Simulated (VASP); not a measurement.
**NaF (Villiaumite): single point with LDA**

NaF (Villiaumite):

```xyz
2
Lattice="0.0000 2.2886 2.2886 2.2886 0.0000 2.2886 2.2886 2.2886 0.0000" Properties=species:S:1:pos:R:3 pbc="T T T"
Na    0.0000    0.0000    0.0000
F     2.2886    2.2886    2.2886
```

- Program: VASP 6.6.1
- Task: single point
- Functional: LDA
- Potentials or basis: VASP PAW LDA potentials, release 64 (Na_pv, F)
- Cutoff: 520 eV
- k mesh: 10 × 10 × 10
- Occupations: fermi-dirac, width 0.05 eV
- Spin: no spin polarisation

| Quantity | Value |
| --- | --- |
| Pressure | -2.8 GPa |
| Band gap on the k mesh | 6.15 eV, direct |

Levels at points of the mesh, in eV from the valence-band top:
```tsv
k point	band 4	band 5	band 6	band 7	band 8	band 9	band 10	band 11
(0.00, 0.00, 0.00)	-18.66	0.00	0.00	0.00	6.15	18.79	18.79	18.79
(0.50, 0.00, 0.00)	-17.73	-1.75	-0.29	-0.29	10.61	12.41	20.06	20.06
(0.50, 0.50, 0.00)	-18.53	-1.39	-0.44	-0.44	12.96	13.05	13.60	19.80
```

Run time: 6.8 s on 1 thread of Intel(R) Xeon(R) Platinum 8259CL CPU @ 2.50GHz (Skylake/Cascade Lake), on a shared host, peak memory 0.13 GiB.

A k mesh can miss the band edges.
